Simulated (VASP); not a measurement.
Here is a VASP 6.6.1 calculation.

The input INCAR:

```
PREC = Accurate ; ENCUT = 600
EDIFF = 1E-6 ; ISMEAR = 0
SIGMA = 0.1 ; LREAL = F
LASPH = T ; NELM = 100
ALGO = Fast ; ISIF = 3
LWAVE = F ; LCHARG = F
GGA = PE ; IBRION = 2
NSW = 100 ; EDIFFG = -0.01
```

The input KPOINTS:

```
Automatic mesh
0
Gamma
  12 12 6
```

Contents of POSCAR:

```
Sc2B2Sb
1.0
    4.3468864467      0.0000000000      0.0000000000
   -2.1734432233      3.7645140902      0.0000000000
    0.0000000000      0.0000000000      6.1199998367
Sc B Sb
2 2 1
Direct
    0.3333333333      0.6666666667      0.5000000000
    0.6666666667      0.3333333333      0.5000000000
    0.0000000000      0.0000000000      0.6322387348
    0.0000000000      0.0000000000      0.3677612652
    0.0000000000      0.0000000000      0.0000000000
```

Potentials or basis: VASP PAW PBE potentials, release 64 (Sc_sv, B, Sb).

Run with:

```bash
$ cat potpaw_PBE.64/Sc_sv/POTCAR potpaw_PBE.64/B/POTCAR potpaw_PBE.64/Sb/POTCAR > POTCAR
$ mpirun -np 1 vasp_std > vasp.out
```

(1) Estimate the relaxed cell.

(2) Predict the relaxed volume.

(3) Predict the band gap on the k mesh.

## Answers

(1) a = 4.365 Å, b = 4.365 Å, c = 6.041 Å, α = 90.00°, β = 90.00°, γ = 120.00°.

(2) 19.94 Å³/atom.

(3) zero (an odd number of electrons rules out a gap without spin polarisation).

Caveat: spin-orbit coupling is left out, which moves the levels of the heavy elements; an odd number of electrons without spin polarisation forces a metal; a magnetic or distorted state may lie lower.
